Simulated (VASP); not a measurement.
Here is a VASP 6.6.1 calculation.

File POSCAR:

```
Pb
1.0
   -1.9792931090      1.9792931090      1.9792931090
    1.9792931090     -1.9792931090      1.9792931090
    1.9792931090      1.9792931090     -1.9792931090
Pb
1
Direct
    0.0000000000      0.0000000000      0.0000000000
```

INCAR.step1

```
SYSTEM = Pb
PREC     = Accurate       ! precision mode
ENCUT    = 520            ! plane-wave cutoff, eV
ISMEAR   = 0              ! smearing method
SIGMA    = 0.1            ! smearing width, eV
LREAL    = .False.        ! projectors in reciprocal space
LASPH    = .True.         ! aspherical terms in the spheres
NELM     = 80             ! most SCF steps
NBANDS   = 13             ! bands
GGA      = PE             ! functional
ALGO     = Normal         ! electronic algorithm
EDIFF    = 1E-4           ! SCF threshold, eV
LWAVE    = .True.         ! write WAVECAR
LCHARG   = .False.        ! write CHGCAR
```

INCAR.step2

```
SYSTEM = Pb
PREC     = Accurate       ! precision mode
ENCUT    = 520            ! plane-wave cutoff, eV
EDIFF    = 1E-7           ! SCF threshold, eV
ISMEAR   = 0              ! smearing method
SIGMA    = 0.1            ! smearing width, eV
LREAL    = .False.        ! projectors in reciprocal space
LASPH    = .True.         ! aspherical terms in the spheres
NELM     = 80             ! most SCF steps
ALGO     = Normal         ! electronic algorithm
ISIF     = 2              ! what is computed and relaxed
LWAVE    = .False.        ! write WAVECAR
LCHARG   = .False.        ! write CHGCAR
METAGGA  = R2SCAN         ! meta-GGA
LMIXTAU  = .True.       
NBANDS   = 13             ! bands
ISTART   = 1
```

File KPOINTS:

```
regular mesh
0
Gamma
  16 16 16
  0 0 0
```

Potentials or basis: VASP PAW PBE potentials, release 64 (Pb_d).

Command:

```bash
$ cat potpaw_PBE.64/Pb_d/POTCAR > POTCAR
$ cp INCAR.step1 INCAR
$ mpirun -np 1 vasp_std > vasp.out
$ cp INCAR.step2 INCAR
$ mpirun -np 1 vasp_std > vasp.out
```

Problem. What does it give for the pressure?

Solution. 0.0 GPa.

Problem. What does it give for the band gap on the k mesh?

Solution. Zero (band 7 reaches 14.70 eV, above the bottom of band 8 at 4.99 eV).

Caveat: the PAW data sets were made with another functional, which shifts forces and pressure a little; spin-orbit coupling is left out, which moves the levels of the heavy elements.
